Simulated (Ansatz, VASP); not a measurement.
# MoS2: VASP beside Ansatz

The input INCAR:

```
SYSTEM = MoS2
PREC = Accurate
ENCUT = 520
EDIFF = 1E-7
ISMEAR = -1
SIGMA = 0.1
LREAL = .False.
LASPH = .True.
NELM = 100
ALGO = Normal
ISIF = 2
LWAVE = .False.
LCHARG = .False.
GGA = PE
NBANDS = 35
```

KPOINTS

```
Automatic mesh
0
Gamma
  9 9 2
  0 0 0
```

POSCAR

```
MoS2
1.0
    3.1248553300      0.0000000000      0.0000000000
   -1.5624276700      2.7062073800      0.0000000000
    0.0000000000      0.0000000000     12.1567195100
Mo S
2 4
Direct
    0.3333300000      0.6666700000      0.2500000000
    0.6666600000      0.3333300000      0.7500000000
    0.3333300000      0.6666700000      0.6290000000
    0.6666600000      0.3333300000      0.1290000000
    0.3333300000      0.6666700000      0.8710000000
    0.6666700000      0.3333400000      0.3710000000
```

Input for Ansatz:

```yaml
crystal:
  lattice:
    - [3.12485533, 0.0, 0.0]
    - [-1.56242767, 2.70620738, 0.0]
    - [0.0, 0.0, 12.15671951]
  atoms:
    - { symbol: Mo, position: [0.33333, 0.66667, 0.25] }
    - { symbol: Mo, position: [0.66666, 0.33333, 0.75] }
    - { symbol: S, position: [0.33333, 0.66667, 0.629] }
    - { symbol: S, position: [0.66666, 0.33333, 0.129] }
    - { symbol: S, position: [0.33333, 0.66667, 0.871] }
    - { symbol: S, position: [0.66667, 0.33334, 0.371] }
  symmetry: { tolerance: 0.0003 }
kpoints:
  mp_grid: { grid: [9, 9, 2], shift: [0, 0, 0] }
  band_path:
    path:
      - [0.0, 0.0, 0.0]
      - [0.5, 0.0, 0.0]
      - [0.33333333, 0.33333333, 0.0]
      - [0.0, 0.0, 0.0]
      - [0.0, 0.0, 0.5]
      - [0.5, 0.0, 0.5]
      - [0.33333333, 0.33333333, 0.5]
      - [0.0, 0.0, 0.5]
      - [0.5, 0.0, 0.5]
      - [0.5, 0.0, 0.0]
      - [0.33333333, 0.33333333, 0.5]
    npoints: 6
magnetization:
  spin_polarized: false
scf:
  occupations: { method: fermi_dirac }
  lower_state_search: "off"
  max_iter: 200
hamiltonian:
  pseudopotentials: { kind: paw }
  xc: pbe
basis:
  ecutwfc: 420
  fft_grid_basis: typed
output:
  forces: true
  stress: true
  eigenvalues: true
  bader: true
  populations: true
  elf: true
  write_potential: true
  volumetric_format: npy
  dos:
    e_range: [-12, 8]
    de: 0.05
    projected: { site_lists: { Mo: [Mo], S: [S] } }
checkpoint:
  read: saved_state
```

Alike in both runs: task single point; functional PBE; k mesh 9 × 9 × 2; no spin polarisation.

|  | VASP | Ansatz |
| --- | --- | --- |
| version | VASP 6.6.1 | Ansatz 0.2.0 |
| potentials or method | VASP PAW PBE potentials, release 64 (Mo_sv, S), cutoff 520 eV | PAW plane waves |
| occupations | fermi-dirac, width 0.1 eV | fermi-dirac |
| valence electrons in the cell | 52 | 52 |

VASP gave:

```
pressure (GPa)                                                : 17.4
traceless stress, the component that is largest in VASP (GPa) : 6.28
rms of the force components (eV/Å)                            : 1.092
```

Which values does Ansatz return?

Pressure (GPa): 17.7; traceless stress, the component that is largest in VASP (GPa): 6.34; rms of the force components (eV/Å): 1.104.

Atom by atom the forces differ by 0.012 eV/Å (rms over components). Ansatz's warnings: structure snapped to symmetry.
